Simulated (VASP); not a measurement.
A run of VASP 6.6.1:

File INCAR:

```
SYSTEM = Hg2Ge3
ALGO = Normal
EDIFF = 1E-6
EDIFFG = -0.04
ENCUT = 600
GGA = PE
IBRION = 2
ISIF = 3
ISMEAR = 0
LASPH = .TRUE.
LCHARG = .FALSE.
LREAL = .FALSE.
LWAVE = .FALSE.
NELM = 100
NSW = 90
PREC = Accurate
SIGMA = 0.1
```

File KPOINTS:

```
k-points
0
G
  4 4 4
  0 0 0
```

POSCAR

```
Hg2Ge3
1.0
    5.1100239700      0.0000000000      0.0000000000
    0.0000000000      5.1100239700      0.0000000000
    0.0000000000      0.0000000000      5.1100239700
Ge Hg
3 2
Direct
    0.5000000000      0.0000000000      0.0000000000
    0.0000000000      0.5000000000      0.0000000000
    0.0000000000      0.0000000000      0.5000000000
    0.0000000000      0.0000000000      0.0000000000
    0.5000000000      0.5000000000      0.5000000000
```

Potentials or basis: VASP PAW PBE potentials, release 64 (Ge_d, Hg).

Command:

```console
$ cat potpaw_PBE.64/Ge_d/POTCAR potpaw_PBE.64/Hg/POTCAR > POTCAR
$ mpirun -np 1 vasp_std > vasp.out
```

Hardware: 1 thread of Intel(R) Xeon(R) 6975P-C (Granite Rapids), on a shared host.

Q: How long does it take, and how much memory?

A: Wall time 72 s on 1 thread of Intel(R) Xeon(R) 6975P-C (Granite Rapids) (shared host), peak memory 0.29 GiB. Counts: scf iterations 24, k points 10, ion steps 2.
